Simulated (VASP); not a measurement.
Here is a VASP 6.6.1 calculation.

File INCAR:

```
SYSTEM = SnO
PREC = Accurate
ENCUT = 520
EDIFF = 1E-7
ISMEAR = 0
SIGMA = 0.01
LREAL = .False.
LASPH = .True.
NELM = 80
ALGO = Normal
ISIF = 2
LWAVE = .False.
LCHARG = .False.
GGA = PS
NBANDS = 28
```

Contents of KPOINTS:

```
Automatic mesh
0
Gamma
  4 4 4
  0 0 0
```

Contents of POSCAR:

```
SnO
1.0
    3.3550050000      0.0000000000      0.0000000000
    0.0000000000      5.6741040000      0.0000000000
    0.0000000000      0.0000000000      4.2219700000
Sn O
2 2
Direct
    0.0000000000      0.2319089992      0.5131439991
    0.5000000000      0.7680910008      0.0131439991
    0.0000000000      0.8912500000      0.7368570004
    0.5000000000      0.1087500000      0.2368570004
```

Potentials or basis: VASP PAW PBE potentials, release 64 (Sn_d, O).

Launch:

```bash
$ cat potpaw_PBE.64/Sn_d/POTCAR potpaw_PBE.64/O/POTCAR > POTCAR
$ mpirun -np 1 vasp_std > vasp.out
```

(1) What does it give for the band gap on the k mesh?

(2) Predict the pressure.

(3) Estimate the largest force.

## Answers

(1) 1.64 eV, indirect (least direct gap 2.43 eV).

(2) -3.0 GPa.

(3) 0.343 eV/Å.

Caveat: the k points lie up to 0.47 Å⁻¹ apart; the PAW data sets were made with another functional, which shifts forces and pressure a little; spin-orbit coupling is left out, which moves the levels of the heavy elements.
